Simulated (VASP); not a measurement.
Input of a VASP 6.6.1 run:

Contents of POSCAR:

```
TaN
1.0
    5.1960000000      0.0000000000      0.0000000000
   -2.5980000000      4.4998679981      0.0000000000
    0.0000000000      0.0000000000      2.9110000000
Ta N
3 3
Direct
    0.3333333333      0.6666666667      0.5000000000
    0.6666666667      0.3333333333      0.5000000000
    0.0000000000      0.0000000000      0.0000000000
    0.3928500000      0.0000000000      0.0000000000
    0.0000000000      0.3928500000      0.0000000000
    0.6071500000      0.6071500000      0.0000000000
```

Contents of INCAR.step1:

```
SYSTEM = TaN
PREC = Accurate ; ENCUT = 660
ISMEAR = 1 ; SIGMA = 0.1
LREAL = .False. ; LASPH = .True.
NELM = 120 ; NBANDS = 33
GGA = PE ; ALGO = Normal
EDIFF = 1E-5 ; LWAVE = .True.
LCHARG = .False. ; GGA_COMPAT = .False.
```

INCAR.step2

```
SYSTEM = TaN
PREC = Accurate ; ENCUT = 660
EDIFF = 1E-6 ; ISMEAR = 1
SIGMA = 0.1 ; LREAL = .False.
LASPH = .True. ; NELM = 120
ALGO = Normal ; ISIF = 2
LWAVE = .False. ; LCHARG = .False.
METAGGA = R2SCAN ; LMIXTAU = .True.
NBANDS = 33 ; ISTART = 1
GGA_COMPAT = .False.
```

Contents of KPOINTS:

```
Automatic mesh
0
Gamma
  5 5 7
  0 0 0
```

Potentials or basis: VASP PAW PBE potentials, release 64 (Ta_pv, N).

Launch:

```console
$ cat potpaw_PBE.64/Ta_pv/POTCAR potpaw_PBE.64/N/POTCAR > POTCAR
$ cp INCAR.step1 INCAR
$ mpirun -np 1 vasp_std > vasp.out
$ cp INCAR.step2 INCAR
$ mpirun -np 1 vasp_std > vasp.out
```

Task: What does it give for the largest force?

Result: 0.044 eV/Å.

Task: Estimate the pressure.

Result: 1.9 GPa.

Stress tensor (GPa, compression positive):
```
2.08 0.00 0.00
0.00 2.08 0.00
0.00 0.00 1.65
```

Caveat: the PAW data sets were made with another functional, which shifts forces and pressure a little.
